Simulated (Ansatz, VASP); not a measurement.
**MgO: VASP beside Ansatz**

```
Mg O
1.0
     0.00000    2.15443    2.15443
     2.15443    0.00000    2.15443
     2.15443    2.15443    0.00000
Mg O
1 1
Direct
  0.00000 0.00000 0.00000
  0.50000 0.50000 0.50000
```

Alike in both runs: task relaxation of cell and atoms; functional r2SCAN; k mesh 15 × 15 × 15; occupations fermi-dirac, width 0.05 eV; no spin polarisation.

|  | VASP | Ansatz |
| --- | --- | --- |
| version | VASP 6.6.1 | Ansatz 0.2.0 |
| potentials or method | VASP PAW PBE potentials, release 64 (Mg, O) | PAW with Ansatz's default frozen-core files, scalar-relativistic |
| plane-wave cutoff (eV) | 600 | 500 |
| valence electrons in the cell | 8 | 16 |

Ansatz gave:

```
relaxed volume (Å³/atom)                                     : 9.29
relaxed cell length with the largest relative difference (Å) : 2.973
```

Problem. Estimate VASP's values.

Solution. Relaxed volume (Å³/atom): 9.21; relaxed cell length with the largest relative difference (Å): 2.964.

VASP's potentials were made for PBE, not for r2SCAN. VASP's potentials hold 8 valence electrons a cell and Ansatz's 16, so a difference there can come from the potentials and not from the codes.
